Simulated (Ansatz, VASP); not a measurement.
ZnSb3 in VASP and in Ansatz

Contents of INCAR:

```
SYSTEM = ZnSb3
ALGO     = Normal         ! electronic algorithm
EDIFF    = 1E-7           ! SCF threshold, eV
EDIFFG   = -0.04          ! ionic threshold
ENCUT    = 600            ! plane-wave cutoff, eV
GGA      = PE             ! functional
IBRION   = 2              ! ionic algorithm
ISIF     = 3              ! what is computed and relaxed
ISMEAR   = 0              ! smearing method
LASPH    = .TRUE.         ! aspherical terms in the spheres
LCHARG   = .FALSE.        ! write CHGCAR
LREAL    = .FALSE.        ! projectors in reciprocal space
LWAVE    = .FALSE.        ! write WAVECAR
NELM     = 60             ! most SCF steps
NSW      = 90             ! ionic steps
PREC     = Accurate       ! precision mode
SIGMA    = 0.1            ! smearing width, eV
```

The input KPOINTS:

```
k-points
0
G
  4 4 4
  0 0 0
```

POSCAR

```
ZnSb3
1.0
    4.5702454254      0.0000000000      0.0000000000
    0.0000000000      4.5702454254      0.0000000000
    0.0000000000      0.0000000000      4.5702454254
Zn Sb
1 3
Direct
    0.0000000000      0.0000000000      0.0000000000
    0.0000000000      0.5000000000      0.5000000000
    0.5000000000      0.0000000000      0.5000000000
    0.5000000000      0.5000000000      0.0000000000
```

Input for Ansatz:

```yaml
crystal:
  lattice:
    - [4.5702454254, 0.0, 0.0]
    - [0.0, 4.5702454254, 0.0]
    - [0.0, 0.0, 4.5702454254]
  atoms:
    - { symbol: Zn, position: [0.0, 0.0, 0.0] }
    - { symbol: Sb, position: [0.0, 0.5, 0.5] }
    - { symbol: Sb, position: [0.5, 0.0, 0.5] }
    - { symbol: Sb, position: [0.5, 0.5, 0.0] }
basis:
  ecutwfc: 420
kpoints:
  mp_grid: { grid: [4, 4, 4] }
hamiltonian:
  xc: pbe
scf:
  occupations: { method: gaussian, width: 0.1 }
  lower_state_search: "off"
output:
  forces: true
  stress: true
  eigenvalues: true
relax:
  adjacent_minimum: "off"
  f_tol: 0.04
  max_steps: 70
  cell: { stress_tol: 0.4 }
```

Alike in both runs: task relaxation of cell and atoms; functional PBE; k mesh 4 × 4 × 4; occupations gaussian, width 0.1 eV; no spin polarisation.

|  | VASP | Ansatz |
| --- | --- | --- |
| version | VASP 6.6.1 | Ansatz 0.2.0 |
| potentials or method | VASP PAW PBE potentials, release 64 (Zn, Sb), cutoff 600 eV | scalar-relativistic, plane waves, PAW |
| valence electrons in the cell | 27 | 57 |

Ansatz gave:

```
gap on the k mesh at the Fermi level, each at its own relaxed structure (eV) : none
relaxed volume (Å³/atom)                                                     : 25.69
relaxed cell length with the largest relative difference (Å)                 : 4.684
```

**Question.** Estimate VASP's values.

**Answer.** gap on the k mesh at the Fermi level, each at its own relaxed structure (eV): none; relaxed volume (Å³/atom): 25.53; relaxed cell length with the largest relative difference (Å): 4.674.

A gap of «none» marks a metal or a gap that the smearing closes. VASP's potentials hold 27 valence electrons a cell and Ansatz's 57, so a difference there can come from the potentials and not from the codes.

Spin-orbit coupling is off throughout.
